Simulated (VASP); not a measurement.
Set up this calculation in VASP 6.6.1, as the native input.

* Task: single point
* Functional: PBE
* Potentials or basis: VASP PAW PBE potentials, release 64 (Gd)
* Cutoff: 520 eV
* k mesh: 3 × 3 × 2
* Occupations: fermi-dirac, width 0.05 eV
* Spin: collinear spin, ferromagnetic start
* Starting moments: [7.372, 7.372] μB
* Dipole correction: no
* Further INCAR settings: ALGO = Normal; EDIFF = 1e-07; NBANDS = 29

The structure of Gd lies in POSCAR:

```
Gd
1.0
    3.6483276435      0.0000000000      0.0000000000
   -1.8241638217      3.1595444206      0.0000000000
    0.0000000000      0.0000000000      5.8327272018
Gd
2
Direct
    0.3333333333      0.6666666667      0.2500000000
    0.6666666667      0.3333333333      0.7500000000
```

One way to write it, as run:

INCAR

```
SYSTEM = Gd
PREC = Accurate ; ENCUT = 520
EDIFF = 1E-7 ; ISMEAR = -1
SIGMA = 0.05 ; LREAL = .FALSE.
LASPH = .TRUE. ; NELM = 150
ALGO = Normal ; ISIF = 2
LWAVE = .FALSE. ; LCHARG = .FALSE.
ISPIN = 2 ; MAGMOM = 7.372 7.372
LORBIT = 11 ; LMAXMIX = 6
GGA = PE ; NBANDS = 29
```

KPOINTS

```
regular mesh
0
G
  3 3 2
  0 0 0
```

Potentials or basis: VASP PAW PBE potentials, release 64 (Gd).

Launch:

```console
$ cat potpaw_PBE.64/Gd/POTCAR > POTCAR
$ mpirun -np 1 vasp_std > vasp.out
```

Results of the run:

```
Pressure                                              : -1.6 GPa
Net moment                                            : 15.54 μB per cell
Site moments                                          : Gd +7.02 μB
Valence electrons inside the program's atomic spheres : Gd 15.20
```

Caveat: the k points lie up to 0.66 Å⁻¹ apart.

It took 81 s on 1 thread of AMD EPYC 9R45 96-Core Processor (Zen 5) (shared host), peak memory 0.19 GiB.
